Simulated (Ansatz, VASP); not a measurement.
Two plane-wave programs on Cs

Contents of INCAR:

```
ALGO = Normal
EDIFF = 1E-6
ENCUT = 400
GGA = PE
GGA_COMPAT = False
ISIF = 2
ISMEAR = 0
ISPIN = 2
LASPH = True
LCHARG = True
LELF = True
LORBIT = 11
LREAL = False
LVHAR = True
LWAVE = False
MAGMOM = 0.5
NBANDS = 14
NELM = 200
NELMDL = -8
PREC = Accurate
SIGMA = 0.005
```

The input KPOINTS:

```
k-points
0
Gamma
  1 1 1
```

The input POSCAR:

```
Cs
1.0
   10.5000000000      0.0000000000      0.0000000000
    0.0000000000     11.0000000000      0.0000000000
    0.0000000000      0.0000000000     11.5000000000
Cs
1
Direct
    0.5000000000      0.5045454500      0.5000000000
```

Input for Ansatz:

```yaml
crystal:
  lattice:
    - [10.5, 0.0, 0.0]
    - [0.0, 11.0, 0.0]
    - [0.0, 0.0, 11.5]
  atoms:
    - { symbol: Cs, position: [0.5, 0.50454545, 0.5], spin: 0.5 }
magnetization:
  spin_polarized: true
hamiltonian:
  xc: pbe
kpoints:
  mp_grid: { grid: [1, 1, 1] }
scf:
  occupations: { method: gaussian, width: 0.005 }
  max_iter: 140
  lower_state_search: "off"
output:
  forces: true
```

Alike in both runs: task single point; functional PBE; k mesh 1 × 1 × 1; occupations gaussian, width 0.005 eV; collinear spin.

```csv
,VASP,Ansatz
version,VASP 6.6.1,Ansatz 0.2.0
potentials or method,"VASP PAW PBE potentials, release 64 (Cs_sv)","scalar-relativistic, plane waves, PAW"
plane-wave cutoff (eV),400,420
valence electrons in the cell,9,9
```

```tsv
	VASP	Ansatz	Ansatz less VASP
net moment per atom (μB)	1.00	1.00	0.000
size of the moment on the site where the two differ most (μB)	0.02	0.90	+0.879
```

Site moments also hang on the region over which each program counts them.

Neither program's run includes spin-orbit coupling.
